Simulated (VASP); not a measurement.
Input of a VASP 6.6.1 run:

The input INCAR:

```
PREC = Accurate
ENCUT = 500
EDIFF = 1E-6
ISMEAR = 0
SIGMA = 0.1
LREAL = False
LASPH = True
NELM = 120
ALGO = Normal
ISIF = 2
LWAVE = False
LCHARG = False
GGA = PS
NBANDS = 11
GGA_COMPAT = False
```

File KPOINTS:

```
Automatic mesh
0
Gamma
  6 6 6
```

File POSCAR:

```
AlP
1.0
    0.0000000000      2.7350000000      2.7350000000
    2.7350000000      0.0000000000      2.7350000000
    2.7350000000      2.7350000000      0.0000000000
Al P
1 1
Direct
    0.0000000000      0.0000000000      0.0000000000
    0.2500000000      0.2500000000      0.2500000000
```

Potentials or basis: VASP PAW PBE potentials, release 64 (Al, P).

Launch:

```sh
$ cat potpaw_PBE.64/Al/POTCAR potpaw_PBE.64/P/POTCAR > POTCAR
$ mpirun -np 1 vasp_std > vasp.out
```

**Question.** What does it give for the pressure?

**Answer.** 0.1 GPa.

**Question.** What does it give for the band gap on the k mesh?

**Answer.** 1.45 eV, indirect (least direct gap 3.16 eV).

Caveat: the PAW data sets were made with another functional, which shifts forces and pressure a little. Expect the measured gap to be larger: semilocal functionals such as PBEsol lack the derivative discontinuity.
